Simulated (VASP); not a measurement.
CoSi2, 3 atoms in the cell. The structure is trigonal, space group R-3m (No. 166). The conventional cell has a = 3.868 Å, b = 3.868 Å, c = 9.060 Å, α = 90.00°, β = 90.00°, γ = 120.00°. Co (site symmetry -3m) has 8 Si at 2.27 to 2.36 Å within 3.0 Å. Si (site symmetry 3m) has 4 Co at 2.27 to 2.36 Å and 6 Si at 2.70 Å within 3.0 Å. 

```yaml
Program: VASP 6.6.1
Task: single point
Functional: PBE
Potentials_or_basis: VASP PAW PBE potentials, release 64 (Co, Si)
Cutoff: 520 eV
k_mesh: 9 × 9 × 11
Occupations: gaussian, width 0.1 eV
Spin: no spin polarisation
Dipole_correction: no
Further_INCAR_settings: ALGO = Normal; EDIFF = 1e-06; NBANDS = 16; ISYM = 0
```

Potentials or basis: VASP PAW PBE potentials, release 64 (Co, Si).

Launch:

```console
$ cat potpaw_PBE.64/Co/POTCAR potpaw_PBE.64/Si/POTCAR > POTCAR
$ mpirun -np 1 vasp_std > vasp.out
```

Hardware: 1 thread of Intel(R) Xeon(R) Platinum 8488C (Sapphire Rapids), on a shared host.

**Question.** Estimate the wall time of this run.

**Answer.** Wall time 3.4 min on 1 thread of Intel(R) Xeon(R) Platinum 8488C (Sapphire Rapids), with other jobs on the host, peak memory 0.38 GiB. Counts: scf iterations 14, k points 446.
